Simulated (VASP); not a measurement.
Write the native input for VASP 6.6.1 that does the following.

```yaml
Task: single point
Functional: PBE
Potentials_or_basis: VASP PAW PBE potentials, release 64 (Be, Ni, H)
Cutoff: 520 eV
k_mesh: 14 × 14 × 18
Occupations: gaussian, width 0.1 eV
Spin: no spin polarisation
Dipole_correction: no
Further_INCAR_settings: ALGO = Normal; EDIFF = 1e-06; NBANDS = 16
```

The structure of Be2NiH lies in POSCAR:

```
Be2NiH
1.0
    3.5862007298      0.0000000000      0.0000000000
    0.0000000000      3.5862007298      0.0000000000
    0.0000000000      0.0000000000      2.5404763580
Be Ni H
2 1 1
Direct
    0.0000000000      0.5000000000      0.5000000000
    0.5000000000      0.0000000000      0.5000000000
    0.0000000000      0.0000000000      0.0000000000
    0.5000000000      0.5000000000      0.5000000000
```

These files were run (other wordings do the same):

INCAR

```
SYSTEM = Be2NiH
PREC     = Accurate       ! precision mode
ENCUT    = 520            ! plane-wave cutoff, eV
EDIFF    = 1E-6           ! SCF threshold, eV
ISMEAR   = 0              ! smearing method
SIGMA    = 0.1            ! smearing width, eV
LREAL    = .False.        ! projectors in reciprocal space
LASPH    = .True.         ! aspherical terms in the spheres
NELM     = 60             ! most SCF steps
ALGO     = Normal         ! electronic algorithm
ISIF     = 2              ! what is computed and relaxed
LWAVE    = .False.        ! write WAVECAR
LCHARG   = .False.        ! write CHGCAR
GGA      = PE             ! functional
NBANDS   = 16             ! bands
```

KPOINTS

```
regular mesh
0
Gamma
  14 14 18
  0 0 0
```

Potentials or basis: VASP PAW PBE potentials, release 64 (Be, Ni, H).

Run with:

```console
$ cat potpaw_PBE.64/Be/POTCAR potpaw_PBE.64/Ni/POTCAR potpaw_PBE.64/H/POTCAR > POTCAR
$ mpirun -np 1 vasp_std > vasp.out
```

It gave:

```yaml
Pressure: -0.1 GPa
```

It took 4 min on 1 thread of AMD EPYC 7R13 (shared host), peak memory 0.28 GiB.
